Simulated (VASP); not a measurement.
# TaAs (I4_1md) in VASP: further runs, part 2 of 2

VASP 6.6.1. Earlier steps stand in the parts before.

## 3. Single point, PBEsol

Contents of INCAR:

```
PREC = Accurate
ENCUT = 500
EDIFF = 1E-6
ISMEAR = -1
SIGMA = 0.15
LREAL = F
LASPH = T
NELM = 120
ALGO = Normal
ISIF = 2
LWAVE = F
LCHARG = F
GGA = PS
NBANDS = 24
GGA_COMPAT = F
```

Contents of KPOINTS:

```
Automatic mesh
0
Gamma
  18 18 18
```

Contents of POSCAR:

```
TaAs
1.0
   -1.7147910607      1.7147910607      5.7907220024
    1.7147910607     -1.7147910607      5.7907220024
    1.7147910607      1.7147910607     -5.7907220024
Ta As
2 2
Direct
    0.5003124942      1.0003124942      0.5000000000
    0.7503124942      0.7503124942      0.0000000000
    0.0822869258      0.5822869258      0.5000000000
    0.3322869258      0.3322869258      0.0000000000
```

Potentials or basis: VASP PAW PBE potentials, release 64 (Ta_pv, As).

Started as:

```
$ cat potpaw_PBE.64/Ta_pv/POTCAR potpaw_PBE.64/As/POTCAR > POTCAR
$ mpirun -np 1 vasp_std > vasp.out
```

OUTCAR:

```text
PREC = Accurate
   ENCUT = 500
   EDIFF = 1E-6
   ISMEAR = -1
   LREAL = F
   LASPH = T
   NELM = 120
   ISIF = 2
   GGA = PS

 ion  position               nearest neighbor table
   1  0.500  0.000  0.500-   4 2.59   4 2.59   3 2.60   3 2.60   3 2.60   3 2.60   2 3.37   2 3.37
                             2 3.37   2 3.37
   2  0.750  0.750  0.000-   3 2.59   3 2.59   4 2.60   4 2.60   4 2.60   4 2.60   1 3.37   1 3.37
                             1 3.37   1 3.37
   3  0.082  0.582  0.500-   2 2.59   2 2.59   1 2.60   1 2.60   1 2.60   1 2.60
   4  0.332  0.332  0.000-   1 2.59   1 2.59   2 2.60   2 2.60   2 2.60   2 2.60

  LATTYP: Found a body centered tetragonal cell.
 ALAT       =     3.4295821214
 C/A-ratio  =     3.3769256996

  Lattice vectors:

 A1 = (  -1.7147910607,   1.7147910607,   5.7907220024)
 A2 = (   1.7147910607,  -1.7147910607,   5.7907220024)
 A3 = (   1.7147910607,   1.7147910607,  -5.7907220024)

Analysis of symmetry for initial positions (statically):
=====================================================================
 Subroutine PRICEL returns:
 Original cell was already a primitive cell.

[... 176 lines left out ...]

 val. band max:        6.9587177116   @ k =  -0.2222   0.2778   0.2222
 cond. band min:       6.9771755863   @ k =  -0.2222   0.5000   0.2222
 fundamental gap:      0.0184578747
 Fermi energy:         6.9769223147

 k-point     1 :       0.0000    0.0000    0.0000
  band No.  band energies     occupation
      1     -27.8555      2.00000
      2     -27.8048      2.00000
      3     -27.8048      2.00000
      4     -27.6482      2.00000
      5     -27.6482      2.00000
      6     -27.5877      2.00000
[... 637 lines left out ...]
     23      11.8388      0.00000
     24      12.5779      0.00000

 [... further k-points ...]

------------------------ aborting loop because EDIFF is reached ----------------------------------------

  FORCE on cell =-STRESS in cart. coord.  units (eV):
  Direction    XX          YY          ZZ          XY          YZ          ZX
  --------------------------------------------------------------------------------------
  -------------------------------------------------------------------------------------
  Total        0.3030813      0.3030813      0.2390237      0.0000000      0.0000000      0.0000000
  in kB        7.1294270      7.1294270      5.6225890      0.0000000      0.0000000      0.0000000
  external PRESSURE =       6.6271477 kB  Pullay stress =       0.0000000 kB

 VOLUME and BASIS-vectors are now :
 -----------------------------------------------------------------------------
  energy-cutoff  :      500.00
  volume of cell :       68.11
      direct lattice vectors                 reciprocal lattice vectors
    -1.714791061  1.714791061  5.790722002     0.000000000  0.291580713  0.086345019
     1.714791061 -1.714791061  5.790722002     0.291580713  0.000000000  0.086345019
     1.714791061  1.714791061 -5.790722002     0.291580713  0.291580713  0.000000000

 POSITION                                       TOTAL-FORCE (eV/Angst)
 -----------------------------------------------------------------------------------
      0.00000      1.71479      0.00362         0.000000      0.000000      0.002665
      0.00000      0.00000      8.68970         0.000000      0.000000      0.002665
      1.71479      0.00000      0.95300        -0.000000     -0.000000     -0.002665
      0.00000      0.00000      3.84836        -0.000000     -0.000000     -0.002665
 -----------------------------------------------------------------------------------
    total drift:                               -0.000000     -0.000000      0.000236

  FREE ENERGIE OF THE ION-ELECTRON SYSTEM (eV)
  ---------------------------------------------------
  free  energy   TOTEN  =       -37.7508691116 eV

  energy  without entropy=      -37.6933863419  energy(sigma->0) =      -37.72212773
```

stdout:

```text
POSCAR found type information on POSCAR TaAs
 POSCAR found :  2 types and       4 ions
 scaLAPACK will be used
 -----------------------------------------------------------------------------
|                                                                             |
|                                                                             |
|     You enforced a specific xc type in the INCAR file but a different       |
|     I HOPE YOU KNOW WHAT YOU ARE DOING!                                     |
|                                                                             |
 -----------------------------------------------------------------------------

 LDA part: xc-table for (Slater+PW92), standard interpolation
 POSCAR, INCAR and KPOINTS ok, starting setup
 FFT: planning ... GRIDC
 FFT: planning ... GRID_SOFT
 FFT: planning ... GRID
 WAVECAR not read
 entering main loop
```

Wall time 24 min (1 thread of Oxide Virtual Turin-like, shared host); peak memory 0.82 GiB.

Results:

```
Free energy            : -37.7509 eV
Pressure               : 0.7 GPa
Band gap on the k mesh : zero (bands 16 and 17 overlap by 0.04 eV)
```

Forces in eV/Å, atoms in the order of the input:
```
Ta   0.000  0.000  0.003
Ta   0.000  0.000  0.003
As   0.000  0.000 -0.003
As   0.000  0.000 -0.003
```

Caveat: the PAW data sets were made with another functional, which shifts forces and pressure a little; spin-orbit coupling is left out, which moves the levels of the heavy elements.
